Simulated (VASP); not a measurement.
# TiN: single point with PBE

Crystal: TiN.

```
Ti N
1.0
     0.00000    2.12339    2.12339
     2.12339    0.00000    2.12339
     2.12339    2.12339    0.00000
Ti N
1 1
Direct
  0.00000 0.00000 0.00000
  0.50000 0.50000 0.50000
```

```yaml
Program: VASP 6.6.1
Task: single point
Functional: PBE
Potentials_or_basis: VASP PAW PBE potentials, release 64 (Ti_sv, N)
Cutoff: 520 eV
k_mesh: 14 × 14 × 14
Occupations: gaussian, width 0.1 eV
Spin: no spin polarisation
Dipole_correction: no
Further_INCAR_settings: ALGO = Normal; EDIFF = 1e-06; NBANDS = 16
```

```yaml
Pressure: 0.5 GPa
Band_gap_on_the_k_mesh: zero (an odd number of electrons rules out a gap without spin polarisation)
```

Levels at points of the mesh, in eV from the Fermi level:
```
           k point  band 6  band 7  band 8  band 9  band 10  band 11  band 12  band 13
(0.00, 0.00, 0.00)   -2.04   -2.04   -2.04   -0.62    -0.62    -0.62     0.57     0.57
(0.50, 0.00, 0.00)   -8.06   -5.46   -5.46    1.66     1.66     2.33     5.69     5.69
(0.50, 0.50, 0.00)   -5.83   -3.23   -3.23   -3.06     1.62     2.36     2.36     3.57
```

It took 55 s on 1 thread of Intel Xeon 8259CL (shared host), peak memory 0.16 GiB.
